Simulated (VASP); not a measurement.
Runs of VASP 6.6.1 on AlRu. The structure is that of space group Pm-3m (No. 221), or close to it. The cells are those of the table. 

```tsv
cell	further INCAR settings	gap on the mesh (eV)	pressure (GPa)
a = 2.992, b = 2.992, c = 3.044 Å, 2 atoms	ALGO = Fast; EDIFF = 1e-07; NBANDS = 16	none	(b)
a = 2.992, b = 2.992, c = 3.036 Å, 2 atoms	ALGO = Fast; EDIFF = 1e-06; NBANDS = 16	none	-6.2
a = 2.992, b = 2.992, c = 3.022 Å, 2 atoms	ALGO = Fast; EDIFF = 1e-06; NBANDS = 16	none	-5.2
a = 2.992, b = 2.992, c = 2.932 Å, 2 atoms	ALGO = Fast; EDIFF = 1e-06; NBANDS = 16	none	1.2
a = 2.992, b = 2.992, c = 2.947 Å, 2 atoms	ALGO = Fast; EDIFF = 1e-07; NBANDS = 16	none	0.1
a = 2.992, b = 2.992, c = 2.962 Å, 2 atoms	ALGO = Fast; EDIFF = 1e-06; NBANDS = 16	none	(a)
a = 2.992, b = 2.992, c = 3.051 Å, 2 atoms	ALGO = Fast; EDIFF = 1e-06; NBANDS = 16	none	-7.1
a = 2.992, b = 2.992, c = 3.007 Å, 2 atoms	ALGO = Fast; EDIFF = 1e-06; NBANDS = 16	none	-4.2
a = 2.992, b = 2.992, c = 2.977 Å, 2 atoms	ALGO = Fast; EDIFF = 1e-06; NBANDS = 16	none	(c)
```

Alike in all rows: task single point; level PBEsol; potentials or basis VASP PAW PBE potentials, release 64 (Al, Ru_pv); no spin polarisation; k mesh 16 × 16 × 16; cutoff (eV) 520; smearing gaussian 0.15 eV.

Q: Estimate the missing entries.

A: (a) -1.1; (b) -6.6; (c) -2.2.

Caveats: the PAW data sets were made with another functional, which shifts forces and pressure a little.

A k mesh can miss the band edges, and the runs leave out spin-orbit coupling on Ru.

A gap of «none» marks levels without a gap at the run's occupations.
